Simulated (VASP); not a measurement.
A run of VASP 6.6.1 is set up as follows.

INCAR

```
SYSTEM = Rh
ALGO = Normal ; EDIFF = 1E-7
ENCUT = 520 ; GGA = PE
ISIF = 2 ; ISMEAR = -1
LASPH = .TRUE. ; LCHARG = .FALSE.
LREAL = .FALSE. ; LWAVE = .FALSE.
NBANDS = 14 ; NELM = 60
PREC = Accurate ; SIGMA = 0.1
```

KPOINTS

```
k-points
0
G
  14 14 14
  0 0 0
```

Contents of POSCAR:

```
Rh
1.0
    2.4314594791      0.0000000000      0.0000000000
    0.0000000000      2.4314594791      0.0000000000
    0.0000000000      0.0000000000      2.4314594791
Rh
1
Direct
    0.0000000000      0.0000000000      0.0000000000
```

Potentials or basis: VASP PAW PBE potentials, release 64 (Rh_pv).

Run with:

```console
$ cat potpaw_PBE.64/Rh_pv/POTCAR > POTCAR
$ mpirun -np 1 vasp_std > vasp.out
```

**Question.** Predict the pressure.

**Answer.** 32.1 GPa.
